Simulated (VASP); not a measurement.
# CaSe (Fm-3m) in VASP: a series of runs

CaSe is run at these levels: PBE+U, PBEsol+U; tasks: single point.

Everything below comes from runs of VASP 6.6.1. Logs are shortened: lines on timing, memory, paths and dates and some standing lists are left out, and cuts for length are marked.

## Step 1: The cell of the first run

It takes space group Fm-3m (No. 225, cubic). Conventional cell: a = 5.940 Å, b = 5.940 Å, c = 5.940 Å, α = 90.00°, β = 90.00°, γ = 90.00°. Within 3.9 Å of Ca (site symmetry m-3m) lie 6 Se at 2.97 Å. Within 3.9 Å of Se (site symmetry m-3m) lie 6 Ca at 2.97 Å.

## Step 2: Single point, PBE+U

Contents of INCAR:

```
SYSTEM = CaSe
PREC = Accurate
ENCUT = 500
EDIFF = 1E-6
ISMEAR = 0
SIGMA = 0.1
LREAL = .False.
LASPH = .True.
NELM = 200
ALGO = Normal
ISIF = 2
LWAVE = .False.
LCHARG = .False.
LDAU = .True.
LDAUTYPE = 2
LDAUL = -1 1
LDAUU = 0 2.2
LDAUJ = 0 0
LDAUPRINT = 1
GGA = PE
NBANDS = 15
GGA_COMPAT = .False.
```

Contents of KPOINTS:

```
Automatic mesh
0
Gamma
  2 2 2
  0 0 0
```

Contents of POSCAR:

```
CaSe
1.0
    0.0000000000      2.9702381052      2.9702381052
    2.9702381052      0.0000000000      2.9702381052
    2.9702381052      2.9702381052      0.0000000000
Ca Se
1 1
Direct
    0.0000000000      0.0000000000      0.0000000000
    0.5000000000      0.5000000000      0.5000000000
```

Potentials or basis: VASP PAW PBE potentials, release 64 (Ca_sv, Se).

On the command line:

```
$ cat potpaw_PBE.64/Ca_sv/POTCAR potpaw_PBE.64/Se/POTCAR > POTCAR
$ mpirun -np 1 vasp_std > vasp.out
```

OUTCAR:

```text
SYSTEM = CaSe
   PREC = Accurate
   ENCUT = 500
   EDIFF = 1E-6
   ISMEAR = 0
   LREAL = .False.
   LASPH = .True.
   NELM = 200
   ISIF = 2
   GGA = PE

 ion  position               nearest neighbor table
   1  0.000  0.000  0.000-   2 2.97   2 2.97   2 2.97   2 2.97   2 2.97   2 2.97
   2  0.500  0.500  0.500-   1 2.97   1 2.97   1 2.97   1 2.97   1 2.97   1 2.97

  LATTYP: Found a face centered cubic cell.
 ALAT       =     5.9404762104

  Lattice vectors:

 A1 = (   0.0000000000,   2.9702381052,   2.9702381052)
 A2 = (   2.9702381052,   0.0000000000,   2.9702381052)
 A3 = (   2.9702381052,   2.9702381052,   0.0000000000)

Analysis of symmetry for initial positions (statically):
=====================================================================
 Subroutine PRICEL returns:
 Original cell was already a primitive cell.

 Routine SETGRP: Setting up the symmetry group for a
 face centered cubic supercell.

 Subroutine GETGRP returns: Found 48 space group operations
 (whereof 48 operations were pure point group operations)
 out of a pool of 48 trial point group operations.

The static configuration has the point symmetry O_h .

Analysis of symmetry for dynamics (positions and initial velocities):
=====================================================================
 Subroutine PRICEL returns:
 Original cell was already a primitive cell.

 Routine SETGRP: Setting up the symmetry group for a
 face centered cubic supercell.

 Subroutine GETGRP returns: Found 48 space group operations
 (whereof 48 operations were pure point group operations)
 out of a pool of 48 trial point group operations.

The dynamic configuration has the point symmetry O_h .

 Subroutine INISYM returns: Found 48 space group operations
 (whereof 48 operations are pure point group operations),
 and found     1 'primitive' translations

----------------------------------------------------------------------------------------

                                     Primitive cell

  volume of cell :      52.4087

  direct lattice vectors                    reciprocal lattice vectors
     0.000000000  2.970238105  2.970238105    -0.168336673  0.168336673  0.168336673
     2.970238105  0.000000000  2.970238105     0.168336673 -0.168336673  0.168336673
     2.970238105  2.970238105  0.000000000     0.168336673  0.168336673 -0.168336673

  length of vectors
     4.200551012  4.200551012  4.200551012     0.291567670  0.291567670  0.291567670

  position of ions in fractional coordinates (direct lattice)
     0.000000000  0.000000000  0.000000000
     0.500000000  0.500000000  0.500000000

  ion indices of the primitive-cell ions
   primitive index   ion index
                 1           1
                 2           2

----------------------------------------------------------------------------------------

 KPOINTS: Automatic mesh

Automatic generation of k-mesh.
 Grid dimensions read from file:
 generate k-points for:    2    2    2

 Generating k-lattice:

  Cartesian coordinates                     Fractional coordinates (reciprocal lattice)
    -0.084168336  0.084168336  0.084168336     0.500000000  0.000000000  0.000000000
     0.084168336 -0.084168336  0.084168336     0.000000000  0.500000000  0.000000000
     0.084168336  0.084168336 -0.084168336     0.000000000  0.000000000  0.500000000

  Length of vectors
     0.145783835  0.145783835  0.145783835

  Shift w.r.t. Gamma in fractional coordinates (k-lattice)
     0.000000000  0.000000000  0.000000000

 Subroutine IBZKPT returns following result:
 ===========================================

 Found      3 irreducible k-points:

 Following reciprocal coordinates:
            Coordinates               Weight
  0.000000  0.000000  0.000000      1.000000
  0.500000  0.000000  0.000000      4.000000
  0.500000  0.500000  0.000000      3.000000
   k-points           NKPTS =      3   k-points in BZ     NKDIM =      3   number of bands    NBANDS=     15
   number of dos      NEDOS =    301   number of ions     NIONS =      2
   total plane-waves  NPLWV =  32768
   dimension x,y,z NGX =    32 NGY =   32 NGZ =   32
   dimension x,y,z NGXF=    64 NGYF=   64 NGZF=   64
   ions per type =               1   1
   NGX,Y,Z   is equivalent  to a cutoff of  12.66, 12.66, 12.66 a.u.
   NGXF,Y,Z  is equivalent  to a cutoff of  25.33, 25.33, 25.33 a.u.
 SYSTEM =  CaSe
   PREC   = accura    normal or accurate (medium, high low for compatibility)
   ISTART =      0    job   : 0-new  1-cont  2-samecut
   ICHARG =      2    charge: 1-file 2-atom 10-const
   ISPIN  =      1    spin polarized calculation?
   LNONCOLLINEAR =      F non collinear calculations
   LSORBIT =      F    spin-orbit coupling
   LASPH  =      T    aspherical Exc in radial PAW
   ENCUT  =  500.0 eV  36.75 Ry    6.06 a.u.   7.66  7.66  7.66*2*pi/ulx,y,z
   NELM   =    200;   NELMIN=  2; NELMDL= -5     # of ELM steps
   EDIFF  = 0.1E-05   stopping-criterion for ELM
   LREAL  =      F    real-space projection
   EDIFFG = 0.1E-04   stopping-criterion for IOM
   NSW    =      0    number of steps for IOM
   IBRION =     -1    ionic relax: 0-MD 1-quasi-New 2-CG
   NFREE  =      0    steps in history (QN), initial steepest desc. (CG)
   ISIF   =      2    stress and relaxation
   ISYM   =      2    0-nonsym 1-usesym 2-fastsym
   POTIM  = 0.5000    time-step for ionic-motion
   TEBEG  =    0.0;   TEEND  =   0.0 temperature during run
   PSTRESS=    0.0 pullay stress
   NELECT =      16.0000    total number of electrons
   NUPDOWN=      -1.0000    fix difference up-down
   EMIN   =  10.00;   EMAX   =-10.00  energy-range for DOS
   EFERMI =   0.00;   METHOD = LEGACY
   ISMEAR =     0;   SIGMA  =   0.10  broadening in eV -4-tet -1-fermi 0-gaus
   EFERMI_NEDOS =   21; number of points for ismear=-14 and -15
   IALGO  =     38    algorithm
   IMIX   =      4    mixing-type and parameters
     AMIX     =   0.40;   BMIX     =  1.00
     AMIX_MAG =   1.60;   BMIX_MAG =  1.00
  volume/ion in A,a.u.               =      26.20       176.84
  Fermi-wavevector in a.u.,A,eV,Ry     =   1.102335  2.083111 16.533014  1.215142
  Thomas-Fermi vector in A             =   2.238776
   LORBIT       =      0    0 simple, 1 ext, 2 COOP (PROOUT), +10 PAW based schemes
 LDA+U is selected, type is set to LDAUTYPE =  2
   angular momentum for each species LDAUL =    -1    1
   U (eV)           for each species LDAUU =   0.0  2.2
   J (eV)           for each species LDAUJ =   0.0  0.0
   GGA     = PE    functional components
   LHFCALC =     F    Hartree Fock is set to
   AEXX    =    0.0000 exact exchange contribution
   IVDW    =     0    specifies the selected vdW correction
   LEPSILON=     F    determine dielectric tensor
   LRPA    =     F    only Hartree local field effects (RPA)
 non-spin polarized calculation
 Gauss-broadening in eV      SIGMA  =   0.10
  energy-cutoff  :      500.00
  volume of cell :       52.41
 maximum number of plane-waves:      1363
 NGX is ok and might be reduce to    32
   NGX = 15   NGY = 15   NGZ = 15

 number of electron      15.9999996 magnetization

 Free energy of the ion-electron system (eV)
  ---------------------------------------------------
  ext. energy  EPLUGINS =         0.00000000
  ---------------------------------------------------
  free energy    TOTEN  =        -7.16989195 eV

  energy without entropy =       -7.16989195  energy(sigma->0) =       -7.16989195

 E-fermi :   3.2409     XC(G=0):  -9.0154

 val. band max:        2.6506185143   @ k =   0.0000   0.0000   0.0000
 cond. band min:       4.4692266387   @ k =   0.5000   0.5000   0.0000
 fundamental gap:      1.8186081244
 Fermi energy:         3.2408722335

 k-point     1 :       0.0000    0.0000    0.0000
  band No.  band energies     occupation
      1     -37.4835      2.00000
      2     -18.4737      2.00000
      3     -18.4737      2.00000
      4     -18.4737      2.00000
      5      -9.1472      2.00000
      6       2.6506      2.00000
      7       2.6506      2.00000
      8       2.6506      2.00000
      9       5.7878      0.00000
     10       6.0844      0.00000
     11       6.0844      0.00000
     12       6.0844      0.00000
     13       6.6211      0.00000
     14       6.6211      0.00000
     15      12.2076      0.00000

 k-point     2 :       0.5000    0.0000    0.0000
  band No.  band energies     occupation
      1     -37.4773      2.00000
      2     -18.5783      2.00000
      3     -18.4811      2.00000
      4     -18.4811      2.00000
      5      -8.4572      2.00000
      6      -0.6880      2.00000
      7       1.4156      2.00000
      8       1.4156      2.00000
      9       6.9853      0.00000
     10       7.8160      0.00000
     11       7.8160      0.00000
     12       7.8253      0.00000
     13       9.8382      0.00000
     14       9.8382      0.00000
     15      10.4784      0.00000

 k-point     3 :       0.5000    0.5000    0.0000
  band No.  band energies     occupation
      1     -37.4753      2.00000
      2     -18.5501      2.00000
      3     -18.5045      2.00000
      4     -18.5045      2.00000
      5      -8.5649      2.00000
      6       0.0817      2.00000
      7       1.6920      2.00000
      8       1.6920      2.00000
      9       4.4692      0.00000
     10       7.3598      0.00000
     11       7.4227      0.00000
     12       8.3183      0.00000
     13       8.3248      0.00000
     14       8.3248      0.00000
     15      12.6761      0.00000

------------------------ aborting loop because EDIFF is reached ----------------------------------------

  FORCE on cell =-STRESS in cart. coord.  units (eV):
  Direction    XX          YY          ZZ          XY          YZ          ZX
  --------------------------------------------------------------------------------------
  -------------------------------------------------------------------------------------
  Total        1.3142921      1.3142921      1.3142921     -0.0000000     -0.0000000      0.0000000
  in kB       40.1789598     40.1789598     40.1789598     -0.0000000     -0.0000000      0.0000000
  external PRESSURE =      40.1789598 kB  Pullay stress =       0.0000000 kB

 VOLUME and BASIS-vectors are now :
 -----------------------------------------------------------------------------
  energy-cutoff  :      500.00
  volume of cell :       52.41
      direct lattice vectors                 reciprocal lattice vectors
     0.000000000  2.970238105  2.970238105    -0.168336673  0.168336673  0.168336673
     2.970238105  0.000000000  2.970238105     0.168336673 -0.168336673  0.168336673
     2.970238105  2.970238105  0.000000000     0.168336673  0.168336673 -0.168336673

 POSITION                                       TOTAL-FORCE (eV/Angst)
 -----------------------------------------------------------------------------------
      0.00000      0.00000      0.00000        -0.000000     -0.000000     -0.000000
      2.97024      2.97024      2.97024         0.000000      0.000000      0.000000
 -----------------------------------------------------------------------------------
    total drift:                                0.000000     -0.000000     -0.000000

  FREE ENERGIE OF THE ION-ELECTRON SYSTEM (eV)
  ---------------------------------------------------
  free  energy   TOTEN  =        -7.1698919471 eV

  energy  without entropy=       -7.1698919471  energy(sigma->0) =       -7.16989195
```

It took 12 s on 1 thread of AMD EPYC, shared host; peak memory 0.14 GiB.

What came out:

```
Free energy            : -7.1699 eV
Pressure               : 4.0 GPa
Band gap on the k mesh : 1.82 eV (least direct gap 2.78 eV)
```

Levels at points of the mesh, in eV from the valence-band top:
```csv
k point,band 4,band 5,band 6,band 7,band 8,band 9,band 10,band 11,band 12,band 13
"(0.00, 0.00, 0.00)",-21.12,-11.80,0.00,0.00,0.00,3.14,3.43,3.43,3.43,3.97
"(0.50, 0.00, 0.00)",-21.13,-11.11,-3.34,-1.23,-1.23,4.33,5.17,5.17,5.17,7.19
"(0.50, 0.50, 0.00)",-21.16,-11.22,-2.57,-0.96,-0.96,1.82,4.71,4.77,5.67,5.67
```

Caveat: the k points lie up to 0.92 Å⁻¹ apart.

## Step 3: Single point, PBE+U

Contents of INCAR:

```
ALGO     = Normal         # electronic algorithm
EDIFF    = 1E-6           # SCF threshold, eV
ENCUT    = 500            # plane-wave cutoff, eV
GGA      = PE             # functional
GGA_COMPAT= False        
ISIF     = 2              # what is computed and relaxed
ISMEAR   = 0              # smearing method
LASPH    = True           # aspherical terms in the spheres
LCHARG   = False          # write CHGCAR
LDAU     = True           # DFT+U
LDAUJ    = 0 0          
LDAUL    = -1 1           # shell
LDAUPRINT= 1            
LDAUTYPE = 2            
LDAUU    = 0 4.6          # U, eV
LREAL    = False          # projectors in reciprocal space
LWAVE    = False          # write WAVECAR
NBANDS   = 15             # bands
NELM     = 200            # most SCF steps
PREC     = Accurate       # precision mode
SIGMA    = 0.01           # smearing width, eV
```

Contents of KPOINTS:

```
k-points
0
Gamma
  2 2 2
```

POSCAR is that of step 2.

Potentials or basis: VASP PAW PBE potentials, release 64 (Ca_sv, Se).

On the command line:

```
$ cat potpaw_PBE.64/Ca_sv/POTCAR potpaw_PBE.64/Se/POTCAR > POTCAR
$ mpirun -np 1 vasp_std > vasp.out
```

It took 13 s on 1 thread of AMD EPYC, shared host; peak memory 0.14 GiB.

It converged, with:

```yaml
Free_energy: -5.4031 eV
Pressure: 4.3 GPa
Band_gap_on_the_k_mesh: 1.76 eV (least direct gap 2.73 eV)
```

Levels at points of the mesh, in eV from the valence-band top:
```
           k point  band 5  band 6  band 7  band 8  band 9  band 10  band 11  band 12
(0.00, 0.00, 0.00)  -11.91    0.00    0.00    0.00    3.06     3.38     3.38     3.38
(0.50, 0.00, 0.00)  -11.22   -3.37   -1.25   -1.25    4.26     5.13     5.13     5.14
(0.50, 0.50, 0.00)  -11.33   -2.59   -0.97   -0.97    1.76     4.66     4.71     5.62
```

Caveat: the k points lie up to 0.92 Å⁻¹ apart.

## Step 4: Single point, PBEsol+U

Contents of INCAR:

```
  ALGO = Normal
  EDIFF = 1E-6
  ENCUT = 500
  GGA = PS
  GGA_COMPAT = False
  ISIF = 2
  ISMEAR = 0
  LASPH = True
  LCHARG = False
  LDAU = True
  LDAUJ = 0 0
  LDAUL = -1 1
  LDAUPRINT = 1
  LDAUTYPE = 2
  LDAUU = 0 6.7
  LREAL = False
  LWAVE = False
  NBANDS = 15
  NELM = 200
  PREC = Accurate
  SIGMA = 0.1
```

Contents of KPOINTS:

```
k-points
0
Gamma
  3 3 3
```

POSCAR is that of step 3.

On the command line:

```
$ cat potpaw_PBE.64/Ca_sv/POTCAR potpaw_PBE.64/Se/POTCAR > POTCAR
$ mpirun -np 1 vasp_std > vasp.out
```

It took 12 s on 1 thread of AMD EPYC, shared host; peak memory 0.14 GiB.

Results (log left out):

```
Free energy            : -5.0918 eV
Pressure               : -0.1 GPa
Band gap on the k mesh : 2.05 eV (least direct gap 2.84 eV)
```

Levels at points of the mesh, in eV from the valence-band top:
| k point | band 6 | band 7 | band 8 | band 9 | band 10 | band 11 |
| --- | --- | --- | --- | --- | --- | --- |
| (0.00, 0.00, 0.00) | 0.00 | 0.00 | 0.00 | 2.84 | 3.43 | 3.43 |

Caveat: the k points lie up to 0.61 Å⁻¹ apart; the PAW data sets were made with another functional, which shifts forces and pressure a little; an odd mesh through Γ misses points on the zone boundary, where band edges can lie.

## Step 5: The runs side by side

| level | U | k mesh | smearing | gap on the mesh (eV) | pressure (GPa) |
| --- | --- | --- | --- | --- | --- |
| PBE+U | Se p U = 2.2 eV | 2 × 2 × 2 | gaussian 0.1 eV | 1.82 | 4.0 |
| PBE+U | Se p U = 4.6 eV | 2 × 2 × 2 | gaussian 0.01 eV | 1.76 | 4.3 |
| PBEsol+U | Se p U = 6.7 eV | 3 × 3 × 3 | gaussian 0.1 eV | 2.05 | -0.1 |

Alike in all rows: task single point; potentials or basis VASP PAW PBE potentials, release 64 (Ca_sv, Se); no spin polarisation; cell as given; cutoff (eV) 500.

Caveats: all runs use coarse meshes; the PAW data sets were made with another functional, which shifts forces and pressure a little (at least some runs); an odd mesh through Γ misses points on the zone boundary, where band edges can lie (at least some runs).

Total energies depend on the potentials used, so only differences within one code and one set of settings carry meaning.
